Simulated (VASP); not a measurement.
A run of VASP 6.6.1 is set up as follows.

The input INCAR:

```
PREC = Accurate
ENCUT = 520
EDIFF = 1E-7
ISMEAR = 0
SIGMA = 0.1
LREAL = False
LASPH = True
NELM = 100
ALGO = Normal
ISIF = 2
LWAVE = False
LCHARG = True
GGA = PE
LELF = True
LVHAR = True
NBANDS = 36
```

The input KPOINTS:

```
Automatic mesh
0
Gamma
  4 4 4
```

POSCAR

```
BP
1.0
   -3.4093344861      3.7466726282      2.9015015485
    3.4093344861     -3.7466726282      2.9015015485
    3.4093344861      3.7466726282     -2.9015015485
B P
6 6
Direct
    0.3478932976      0.3964244946      0.7443177923
    0.1521067024      0.8964244946      0.0485311970
    0.8478932976      0.1035755054      0.9514688030
    0.6521067024      0.6035755054      0.2556822077
    0.7500000000      0.2500000000      0.5000000000
    0.2500000000      0.7500000000      0.5000000000
    0.3496554667      0.1049426758      0.4545981425
    0.1503445333      0.6049426758      0.7552872092
    0.2500000000      0.2500000000      0.0000000000
    0.7500000000      0.7500000000      0.0000000000
    0.8496554667      0.3950573242      0.2447127908
    0.6503445333      0.8950573242      0.5454018575
```

Potentials or basis: VASP PAW PBE potentials, release 64 (B, P).

The run is started by

```console
$ cat potpaw_PBE.64/B/POTCAR potpaw_PBE.64/P/POTCAR > POTCAR
$ mpirun -np 1 vasp_std > vasp.out
```

Task: Predict the largest force.

Result: 0.009 eV/Å.

Task: Estimate the pressure.

Result: -0.2 GPa.

Task: What does it give for the band gap on the k mesh?

Result: Zero (bands 24 and 25 overlap by 0.47 eV).

Forces on the atoms (eV/Å):
```
B   -0.004 -0.004  0.000
B   -0.004  0.004  0.000
B    0.004 -0.004  0.000
B    0.004  0.004  0.000
B    0.000  0.000  0.000
B    0.000  0.000  0.000
P   -0.003  0.009  0.000
P   -0.003 -0.009  0.000
P    0.000  0.000  0.000
P    0.000  0.000  0.000
P    0.003  0.009  0.000
P    0.003 -0.009  0.000
```

Caveat: semilocal functionals underestimate gaps, so a narrow gap can read as zero.
